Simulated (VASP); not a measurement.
# ZnO (zincite) (P6_3mc) in VASP: further runs, part 2 of 2

VASP 6.6.1. The steps go on from the part before.

### Step 3. Relaxation of volume and atoms at fixed shape, PBEsol

This run uses another cell than the first one, of 11.90 Å³/atom, 1.010 times its volume.

File INCAR:

```
SYSTEM = ZnO
PREC = Accurate
ENCUT = 600
EDIFF = 1E-7
ISMEAR = -1
SIGMA = 0.02
LREAL = .FALSE.
LASPH = .TRUE.
NELM = 120
ALGO = Normal
ISIF = 8
LWAVE = .FALSE.
LCHARG = .FALSE.
GGA = PS
IBRION = 2
NSW = 80
EDIFFG = -0.02
GGA_COMPAT = .FALSE.
NELMIN = 4
```

File KPOINTS:

```
Automatic mesh
0
G
  8 8 5
  0 0 0
```

File POSCAR:

```
ZnO
1.0
    3.2493080000      0.0000000000      0.0000000000
   -1.6246540000      2.8139832727      0.0000000000
    0.0000000000      0.0000000000      5.2057090000
Zn O
2 2
Direct
    0.3333333333      0.6666666667      0.5000000000
    0.6666666667      0.3333333333      0.0000000000
    0.6666666667      0.3333333333      0.3790100000
    0.3333333333      0.6666666667      0.8790100000
```

Potentials or basis: VASP PAW PBE potentials, release 64 (Zn, O).

On the command line:

```bash
$ cat potpaw_PBE.64/Zn/POTCAR potpaw_PBE.64/O/POTCAR > POTCAR
$ mpirun -np 1 vasp_std > vasp.out
```

OUTCAR:

```text
SYSTEM = ZnO
   PREC = Accurate
   ENCUT = 600
   EDIFF = 1E-7
   ISMEAR = -1
   LREAL = .FALSE.
   LASPH = .TRUE.
   NELM = 120
   ISIF = 8
   GGA = PS
   IBRION = 2
   NSW = 80
   EDIFFG = -0.02
   NELMIN = 4

 ion  position               nearest neighbor table
   1  0.333  0.667  0.500-   4 1.97   3 1.98   3 1.98   3 1.98
   2  0.667  0.333  0.000-   3 1.97   4 1.98   4 1.98   4 1.98
   3  0.667  0.333  0.379-   2 1.97   1 1.98   1 1.98   1 1.98
   4  0.333  0.667  0.879-   1 1.97   2 1.98   2 1.98   2 1.98

  LATTYP: Found a hexagonal cell.
 ALAT       =     3.2493080000
 C/A-ratio  =     1.6020977390

  Lattice vectors:

 A1 = (   3.2493080000,   0.0000000000,   0.0000000000)
 A2 = (  -1.6246540000,   2.8139832727,   0.0000000000)
 A3 = (   0.0000000000,   0.0000000000,   5.2057090000)

Analysis of symmetry for initial positions (statically):
=====================================================================
 Subroutine PRICEL returns:
 Original cell was already a primitive cell.

 Routine SETGRP: Setting up the symmetry group for a
 hexagonal supercell.

 Subroutine GETGRP returns: Found 12 space group operations
 (whereof  6 operations were pure point group operations)
 out of a pool of 24 trial point group operations.

The static configuration has the point symmetry C_3v.
 The point group associated with its full space group is C_6v.

Analysis of symmetry for dynamics (positions and initial velocities):
=====================================================================
 Subroutine PRICEL returns:
 Original cell was already a primitive cell.

 Routine SETGRP: Setting up the symmetry group for a
 hexagonal supercell.

 Subroutine GETGRP returns: Found 12 space group operations
 (whereof  6 operations were pure point group operations)
 out of a pool of 24 trial point group operations.

The dynamic configuration has the point symmetry C_3v.
 The point group associated with its full space group is C_6v.

 Subroutine INISYM returns: Found 12 space group operations
 (whereof  6 operations are pure point group operations),
 and found     1 'primitive' translations

----------------------------------------------------------------------------------------

                                     Primitive cell

  volume of cell :      47.5984

  direct lattice vectors                    reciprocal lattice vectors
     3.249308000  0.000000000  0.000000000     0.307757836  0.177684070  0.000000000
    -1.624654000  2.813983273  0.000000000     0.000000000  0.355368139  0.000000000
     0.000000000  0.000000000  5.205709000     0.000000000  0.000000000  0.192096792

  length of vectors
     3.249308000  3.249308000  5.205709000     0.355368139  0.355368139  0.192096792

  position of ions in fractional coordinates (direct lattice)
     0.333333333  0.666666667  0.500000000
     0.666666667  0.333333333  0.000000000
     0.666666667  0.333333333  0.379010000
     0.333333333  0.666666667  0.879010000

  ion indices of the primitive-cell ions
   primitive index   ion index
                 1           1
                 2           2
                 3           3
                 4           4

[... 23 lines left out ...]

 Found     30 irreducible k-points:

 Following reciprocal coordinates:
            Coordinates               Weight
  0.000000  0.000000  0.000000      1.000000
  0.125000  0.000000  0.000000      6.000000
  0.250000  0.000000  0.000000      6.000000
  0.375000  0.000000  0.000000      6.000000
  0.500000  0.000000  0.000000      3.000000
  0.125000  0.125000  0.000000      6.000000
[... 16 lines left out ...]
  0.250000  0.000000  0.400000     12.000000
  0.375000  0.000000  0.400000     12.000000
 [... further k-points ...]
   k-points           NKPTS =     30   k-points in BZ     NKDIM =     30   number of bands    NBANDS=     22
   number of dos      NEDOS =    301   number of ions     NIONS =      4
   total plane-waves  NPLWV =  32928
   dimension x,y,z NGX =    28 NGY =   28 NGZ =   42
   dimension x,y,z NGXF=    56 NGYF=   56 NGZF=   84
   ions per type =               2   2
   NGX,Y,Z   is equivalent  to a cutoff of  14.33, 14.33, 13.41 a.u.
   NGXF,Y,Z  is equivalent  to a cutoff of  28.65, 28.65, 26.83 a.u.
 SYSTEM =  ZnO
   PREC   = accura    normal or accurate (medium, high low for compatibility)
   ISTART =      0    job   : 0-new  1-cont  2-samecut
   ICHARG =      2    charge: 1-file 2-atom 10-const
   ISPIN  =      1    spin polarized calculation?
   LNONCOLLINEAR =      F non collinear calculations
   LSORBIT =      F    spin-orbit coupling
   LASPH  =      T    aspherical Exc in radial PAW
   ENCUT  =  600.0 eV  44.10 Ry    6.64 a.u.   6.49  6.49 10.40*2*pi/ulx,y,z
   NELM   =    120;   NELMIN=  4; NELMDL= -5     # of ELM steps
   EDIFF  = 0.1E-06   stopping-criterion for ELM
   LREAL  =      F    real-space projection
   EDIFFG = -.2E-01   stopping-criterion for IOM
   NSW    =     80    number of steps for IOM
   IBRION =      2    ionic relax: 0-MD 1-quasi-New 2-CG
   NFREE  =      1    steps in history (QN), initial steepest desc. (CG)
   ISIF   =      8    stress and relaxation
   ISYM   =      2    0-nonsym 1-usesym 2-fastsym
   POTIM  = 0.5000    time-step for ionic-motion
   TEBEG  =    0.0;   TEEND  =   0.0 temperature during run
   PSTRESS=    0.0 pullay stress
   NELECT =      36.0000    total number of electrons
   NUPDOWN=      -1.0000    fix difference up-down
   EMIN   =  10.00;   EMAX   =-10.00  energy-range for DOS
   EFERMI =   0.00;   METHOD = LEGACY
   ISMEAR =    -1;   SIGMA  =   0.02  broadening in eV -4-tet -1-fermi 0-gaus
   EFERMI_NEDOS =   21; number of points for ismear=-14 and -15
   IALGO  =     38    algorithm
   IMIX   =      4    mixing-type and parameters
     AMIX     =   0.40;   BMIX     =  1.00
     AMIX_MAG =   1.60;   BMIX_MAG =  1.00
  volume/ion in A,a.u.               =      11.90        80.30
  Fermi-wavevector in a.u.,A,eV,Ry     =   1.491574  2.818667 30.270160  2.224794
  Thomas-Fermi vector in A             =   2.604212
   LORBIT       =      0    0 simple, 1 ext, 2 COOP (PROOUT), +10 PAW based schemes
   GGA     = PS    functional components
   LHFCALC =     F    Hartree Fock is set to
   AEXX    =    0.0000 exact exchange contribution
   IVDW    =     0    specifies the selected vdW correction
   LEPSILON=     F    determine dielectric tensor
   LRPA    =     F    only Hartree local field effects (RPA)
 conjugate gradient relaxation of ions
 non-spin polarized calculation
  energy-cutoff  :      600.00
  volume of cell :       47.60
 maximum number of plane-waves:      1605
 NGX is ok and might be reduce to    28
   NGX = 13   NGY = 13   NGZ = 21

--------------------------------------- Ionic step        1  -------------------------------------------

 number of electron      36.0000008 magnetization

 Free energy of the ion-electron system (eV)
  ---------------------------------------------------
  ext. energy  EPLUGINS =         0.00000000
  ---------------------------------------------------
  free energy    TOTEN  =       -19.41360351 eV

  energy without entropy =      -19.41360351  energy(sigma->0) =      -19.41360351

------------------------ aborting loop because EDIFF is reached ----------------------------------------

  FORCE on cell =-STRESS in cart. coord.  units (eV):
  Direction    XX          YY          ZZ          XY          YZ          ZX
  --------------------------------------------------------------------------------------
  -------------------------------------------------------------------------------------
  Total       -0.3624299     -0.3624299      0.1469288      0.0000000     -0.0000000     -0.0000000
  in kB      -12.1995096    -12.1995096      4.9456719      0.0000000     -0.0000000     -0.0000000
  external PRESSURE =      -6.4844491 kB  Pullay stress =       0.0000000 kB
[... 101 lines left out ...]
--------------------------------------- Ionic step        4  -------------------------------------------

 number of electron      36.0000004 magnetization

 Free energy of the ion-electron system (eV)
  ---------------------------------------------------
  ext. energy  EPLUGINS =         0.00000000
  ---------------------------------------------------
  free energy    TOTEN  =       -19.41471284 eV

  energy without entropy =      -19.41471284  energy(sigma->0) =      -19.41471284

 E-fermi :   1.4493     XC(G=0): -11.2116

 val. band max:        1.0919883924   @ k =   0.0000   0.0000   0.0000
 cond. band min:       1.7847520203   @ k =   0.0000   0.0000   0.0000
 fundamental gap:      0.6927636279
 Fermi energy:         1.4493160913

 k-point     1 :       0.0000    0.0000    0.0000
  band No.  band energies     occupation
      1     -16.9887      2.00000
      2     -16.2310      2.00000
      3      -4.6484      2.00000
      4      -4.6484      2.00000
      5      -4.6417      2.00000
      6      -4.5806      2.00000
[... 589 lines left out ...]
     21       9.6203      0.00000
     22       9.7515      0.00000

 [... further k-points ...]
[... 5 lines left out ...]
  --------------------------------------------------------------------------------------
  -------------------------------------------------------------------------------------
  Total       -0.0813648     -0.0813648      0.1819027      0.0000000      0.0000000      0.0000000
  in kB       -2.7522595     -2.7522595      6.1530714      0.0000000      0.0000000      0.0000000
  external PRESSURE =       0.2161841 kB  Pullay stress =       0.0000000 kB
[... 19 lines left out ...]
  FREE ENERGIE OF THE ION-ELECTRON SYSTEM (eV)
  ---------------------------------------------------
  free  energy   TOTEN  =       -19.4147128359 eV

  energy  without entropy=      -19.4147128357  energy(sigma->0) =      -19.41471284

 reached required accuracy - stopping structural energy minimisation
```

Wall time 2.5 min (1 thread of AMD EPYC 7R43 (Zen 3), shared host); peak memory 0.15 GiB.

Results:

- Free energy: -19.4147 eV
- Relaxed volume: 11.84 Å³/atom
- Relaxed cell: a = 3.244 Å, b = 3.244 Å, c = 5.197 Å, α = 90.00°, β = 90.00°, γ = 120.00°
- Space group after relaxing (to 0.05 Å): P6_3mc (No. 186)
- Energy gained by relaxing: 0.3 meV/atom
- Ionic steps: 4
- Pressure after relaxing: 0.0 GPa
- Largest force after relaxing: 0.005 eV/Å
- Band gap on the k mesh: 0.69 eV, direct

Forces in eV/Å, atoms in the order of the input:
```
Zn   0.000  0.000 -0.005
Zn   0.000  0.000 -0.005
O    0.000  0.000  0.005
O    0.000  0.000  0.005
```

The path:
```tsv
step	energy change (eV)	largest force (eV/Å)	pressure (GPa)	volume (Å³)
1	0.0000	0.0651	-0.65	47.60
2	-0.0009	0.0246	0.35	47.27
3	-0.0009	0.0306	0.19	47.32
4	-0.0011	0.0055	0.02	47.37
```

Final structure:
```cif
data_structure
_symmetry_space_group_name_H-M 'P 1'
_symmetry_Int_Tables_number 1
_cell_length_a 3.2440
_cell_length_b 3.2440
_cell_length_c 5.1972
_cell_angle_alpha 90.000
_cell_angle_beta 90.000
_cell_angle_gamma 120.000
_cell_volume 47.37
loop_
_atom_site_label
_atom_site_type_symbol
_atom_site_fract_x
_atom_site_fract_y
_atom_site_fract_z
_atom_site_occupancy
Zn1 Zn 0.33333 0.66667 0.49913 1
Zn2 Zn 0.66667 0.33333 0.99913 1
O1 O 0.66667 0.33333 0.37988 1
O2 O 0.33333 0.66667 0.87988 1
```

Caveat: the PAW data sets were made with another functional, which shifts forces and pressure a little.

### Step 4. Comparison with measurements

Step 2. A measured gap of ZnO is 3.37 eV (quoted in “Electronic structure of alkaline earth and post-transition metal oxides”, 2009, arxiv:0908.1581); the calculated 0.70 eV misses it by -2.67 eV. So large a miss can be the level of theory's own, or it may mean another phase, state or a wrong row. The value is that of PBEsol, without temperature or zero-point motion. Semilocal functionals fall short of measured gaps as a rule.
